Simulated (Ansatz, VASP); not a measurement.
**BeSi: VASP beside Ansatz**

```
Be Si
1.0
    -1.57228    1.57228    5.23157
     1.57228   -1.57228    5.23157
     1.57228    1.57228   -5.23157
Be Si
2 2
Direct
  0.09752 0.09752 0.00000
  0.90248 0.90248 0.00000
  0.50000 0.50000 0.00000
  0.75000 0.25000 0.50000
```

Alike in both runs: functional PBE; k mesh 16 × 16 × 16; occupations gaussian, width 0.1 eV; no spin polarisation.

Ansatz relaxed the structure, and its values are those at the end. VASP's run is a single point on that final structure, the one shown.

```csv
,VASP,Ansatz
version,VASP 6.6.1,Ansatz 0.2.0
potentials or method,"VASP PAW PBE potentials, release 64 (Be, Si), cutoff 520 eV","scalar-relativistic, plane waves, PAW"
valence electrons in the cell,12,12
```

|  | VASP | Ansatz | Ansatz less VASP |
| --- | --- | --- | --- |
| gap on the k mesh at the Fermi level (eV) | none | none | - |
| pressure (GPa) | 0.0 | 0.0 | -0.03 |

A gap of «none» marks a metal or a gap that the smearing closes.
